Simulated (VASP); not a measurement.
# Ir (Fm-3m) in VASP: a series of runs, part 3 of 3

VASP 6.6.1.

## 7. Single point, PBE

This run uses another cell than the first one, of 14.50 Å³/atom.

INCAR

```
ALGO = Normal ; EDIFF = 1E-6
ENCUT = 500 ; GGA = PE
GGA_COMPAT = F ; ISIF = 2
ISMEAR = -1 ; LASPH = T
LCHARG = F ; LREAL = F
LWAVE = F ; NBANDS = 10
NELM = 120 ; PREC = Accurate
SIGMA = 0.05
```

KPOINTS

```
k-points
0
Gamma
  18 18 18
```

POSCAR

```
Ir
1.0
    0.0000000000      1.9353516837      1.9353516837
    1.9353516837      0.0000000000      1.9353516837
    1.9353516837      1.9353516837      0.0000000000
Ir
1
Direct
    0.0000000000      0.0000000000      0.0000000000
```

Potentials or basis: VASP PAW PBE potentials, release 64 (Ir).

Command:

```sh
$ cat potpaw_PBE.64/Ir/POTCAR > POTCAR
$ mpirun -np 1 vasp_std > vasp.out
```

OUTCAR:

```text
EDIFF = 1E-6
   ENCUT = 500
   GGA = PE
   ISIF = 2
   ISMEAR = -1
   LASPH = T
   LREAL = F
   NELM = 120
   PREC = Accurate

 ion  position               nearest neighbor table
   1  0.000  0.000  0.000-

  LATTYP: Found a face centered cubic cell.
 ALAT       =     3.8707033674

  Lattice vectors:

 A1 = (   0.0000000000,   1.9353516837,   1.9353516837)
 A2 = (   1.9353516837,   0.0000000000,   1.9353516837)
 A3 = (   1.9353516837,   1.9353516837,   0.0000000000)

Analysis of symmetry for initial positions (statically):
=====================================================================
 Subroutine PRICEL returns:
 Original cell was already a primitive cell.

 Routine SETGRP: Setting up the symmetry group for a
 face centered cubic supercell.

 Subroutine GETGRP returns: Found 48 space group operations
 (whereof 48 operations were pure point group operations)
 out of a pool of 48 trial point group operations.

The static configuration has the point symmetry O_h .

Analysis of symmetry for dynamics (positions and initial velocities):
=====================================================================
 Subroutine PRICEL returns:
 Original cell was already a primitive cell.

 Routine SETGRP: Setting up the symmetry group for a
 face centered cubic supercell.

 Subroutine GETGRP returns: Found 48 space group operations
 (whereof 48 operations were pure point group operations)
 out of a pool of 48 trial point group operations.

The dynamic configuration has the point symmetry O_h .

 Subroutine INISYM returns: Found 48 space group operations
 (whereof 48 operations are pure point group operations),
 and found     1 'primitive' translations

----------------------------------------------------------------------------------------

                                     Primitive cell

  volume of cell :      14.4981
[... 109 lines left out ...]
  Fermi-wavevector in a.u.,A,eV,Ry     =   1.396537  2.639072 26.535654  1.950316
  Thomas-Fermi vector in A             =   2.519881
   LORBIT       =      0    0 simple, 1 ext, 2 COOP (PROOUT), +10 PAW based schemes
   GGA     = PE    functional components
   LHFCALC =     F    Hartree Fock is set to
   AEXX    =    0.0000 exact exchange contribution
   IVDW    =     0    specifies the selected vdW correction
   LEPSILON=     F    determine dielectric tensor
   LRPA    =     F    only Hartree local field effects (RPA)
 non-spin polarized calculation
  energy-cutoff  :      500.00
  volume of cell :       14.50
 maximum number of plane-waves:       380
   NGX =  9   NGY =  9   NGZ =  9

 number of electron       9.0000000 magnetization

 Free energy of the ion-electron system (eV)
  ---------------------------------------------------
  ext. energy  EPLUGINS =         0.00000000
  ---------------------------------------------------
  free energy    TOTEN  =        -8.85531783 eV

  energy without entropy =       -8.84677281  energy(sigma->0) =       -8.85104532

 E-fermi :  10.0122     XC(G=0): -13.8425

 val. band max:        9.9976640635   @ k =  -0.3333   0.3333   0.0000
 cond. band min:      10.0139017011   @ k =   0.5000   0.2222   0.1111
 fundamental gap:      0.0162376375
 Fermi energy:        10.0122130049

 k-point     1 :       0.0000    0.0000    0.0000
  band No.  band energies     occupation
      1      -0.8714      2.00000
      2       6.2431      2.00000
      3       6.2431      2.00000
      4       6.2431      2.00000
      5       8.8288      2.00000
      6       8.8288      2.00000
      7      24.3571      0.00000
      8      29.7980      0.00000
      9      29.7980      0.00000
     10      29.7980      0.00000
[... 287 lines left out ...]
 k-point    24 :      -0.2222    0.0556    0.0000
  band No.  band energies     occupation
      1       1.3007      2.00000
      2       5.5984      2.00000
      3       6.6845      2.00000
      4       6.7735      2.00000
      5       8.5577      2.00000
      6       9.3820      1.99999
      7      24.0402      0.00000
      8      26.8142      0.00000
      9      31.7718      0.00000
     10      33.0098      0.00000

 [... further k-points ...]

------------------------ aborting loop because EDIFF is reached ----------------------------------------

  FORCE on cell =-STRESS in cart. coord.  units (eV):
  Direction    XX          YY          ZZ          XY          YZ          ZX
  --------------------------------------------------------------------------------------
  -------------------------------------------------------------------------------------
  Total        0.0425307      0.0425307      0.0425307     -0.0000000      0.0000000      0.0000000
  in kB        4.7000588      4.7000588      4.7000588     -0.0000000      0.0000000      0.0000000
  external PRESSURE =       4.7000588 kB  Pullay stress =       0.0000000 kB

 VOLUME and BASIS-vectors are now :
 -----------------------------------------------------------------------------
  energy-cutoff  :      500.00
  volume of cell :       14.50
      direct lattice vectors                 reciprocal lattice vectors
     0.000000000  1.935351684  1.935351684    -0.258350978  0.258350978  0.258350978
     1.935351684  0.000000000  1.935351684     0.258350978 -0.258350978  0.258350978
     1.935351684  1.935351684  0.000000000     0.258350978  0.258350978 -0.258350978

 POSITION                                       TOTAL-FORCE (eV/Angst)
 -----------------------------------------------------------------------------------
      0.00000      0.00000      0.00000         0.000000      0.000000      0.000000
 -----------------------------------------------------------------------------------
    total drift:                               -0.000000     -0.000000     -0.000000

  FREE ENERGIE OF THE ION-ELECTRON SYSTEM (eV)
  ---------------------------------------------------
  free  energy   TOTEN  =        -8.8553178280 eV

  energy  without entropy=       -8.8467728141  energy(sigma->0) =       -8.85104532
```

OSZICAR:

```text
N       E                     dE             d eps       ncg     rms          rms(c)
DAV:   1     0.463049606069E+02    0.46305E+02   -0.43376E+03  3950   0.794E+02
DAV:   2    -0.854781175288E+01   -0.54853E+02   -0.51759E+02  3980   0.192E+02
DAV:   3    -0.941233442816E+01   -0.86452E+00   -0.86128E+00  4576   0.293E+01
DAV:   4    -0.942016613096E+01   -0.78317E-02   -0.78303E-02  4438   0.262E+00
DAV:   5    -0.942031712067E+01   -0.15099E-03   -0.15099E-03  4438   0.345E-01    0.143E+01
DAV:   6    -0.894408586942E+01    0.47623E+00   -0.86602E-01  4354   0.113E+01    0.575E+00
DAV:   7    -0.886126600453E+01    0.82820E-01   -0.25860E-01  4626   0.570E+00    0.149E+00
DAV:   8    -0.885767317751E+01    0.35928E-02   -0.21957E-03  4256   0.501E-01    0.905E-01
DAV:   9    -0.885531083649E+01    0.23623E-02   -0.15586E-03  4440   0.544E-01    0.125E-02
DAV:  10    -0.885531724913E+01   -0.64126E-05   -0.85940E-06  5246   0.258E-02    0.222E-02
DAV:  11    -0.885531782803E+01   -0.57889E-06   -0.58218E-07  2714   0.906E-03
   1 F= -.88553178E+01 E0= -.88510453E+01  d E =-.854501E-02
```

Run time: 28 s. Hardware: 1 thread of AMD EPYC 7R43 (Zen 3), shared host; peak memory 0.11 GiB.

What came out:

| Quantity | Value |
| --- | --- |
| Free energy | -8.8553 eV |
| Pressure | 0.5 GPa |
| Band gap on the k mesh | zero (an odd number of electrons rules out a gap without spin polarisation) |

Caveat: spin-orbit coupling is left out, which moves the levels of the heavy elements.

## 8. Summary

```tsv
task	cell	k mesh	cutoff (eV)	gap on the mesh (eV)	pressure (GPa)
single point	a = 2.446 Å, angles 60.0°, 1 atom	19 × 19 × 19	520	none	275.9
single point	a = 2.445 Å, angles 60.0°, 1 atom	19 × 19 × 19	520	none	276.6
relaxation of cell and atoms	relaxed to 270 GPa from a = 2.446 Å, angles 60.0°, 1 atom	19 × 19 × 19	600	none	270.0
single point	a = 2.446 Å, angles 60.0°, 1 atom	19 × 19 × 19	500	none	275.1
single point	a = 2.737 Å, angles 60.0°, 1 atom	18 × 18 × 18	500	none	0.5
```

Alike in all rows: level PBE; potentials or basis VASP PAW PBE potentials, release 64 (Ir); no spin polarisation; smearing fermi-dirac 0.05 eV.

Caveats: spin-orbit coupling is left out, which moves the levels of the heavy elements; the cell stands under pressure (at least some runs); the cell is relaxed towards a set pressure, so the run minimises the enthalpy, not the energy (at least some runs).

Total energies depend on the potentials used, so only differences within one code and one set of settings carry meaning.
